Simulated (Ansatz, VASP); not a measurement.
# BaTiO3 in VASP and in Ansatz

```
Ba Ti O
1.0
     4.04513    0.00000    0.00000
     0.00000    4.04513    0.00000
     0.00000    0.00000    4.32786
Ba Ti O
1 1 3
Direct
  0.00000 0.00000 0.98632
  0.50000 0.50000 0.46908
  0.50000 0.50000 0.03785
  0.50000 0.00000 0.51738
  0.00000 0.50000 0.51738
```

Change from the starting cell: strain +0.015 along x and y, +0.030 along z, atoms carried along.

Alike in both runs: task single point; functional PBE; k mesh 8 × 8 × 6; occupations gaussian, width 0.05 eV; no spin polarisation.

|  | VASP | Ansatz |
| --- | --- | --- |
| version | VASP 6.6.1 | Ansatz 0.2.0 |
| potentials or method | VASP PAW PBE potentials, release 64 (Ba_sv, Ti_sv, O), cutoff 520 eV | scalar-relativistic, plane waves, PAW |
| valence electrons in the cell | 40 | 40 |

Ansatz gave:

* gap on the k mesh at the Fermi level (eV): 1.70
* least direct gap on the mesh (eV): 2.28
* pressure (GPa): -8.0
* traceless stress, the component that is largest in VASP (GPa): -1.06
* rms of the force components (eV/Å): 0.305

Problem. Which values does VASP return?

Solution. gap on the k mesh at the Fermi level (eV): 1.66; least direct gap on the mesh (eV): 2.25; pressure (GPa): -6.7; traceless stress, the component that is largest in VASP (GPa): -1.09; rms of the force components (eV/Å): 0.281.

Atom by atom the forces differ by 0.027 eV/Å (rms over components).

Neither program's run includes spin-orbit coupling.
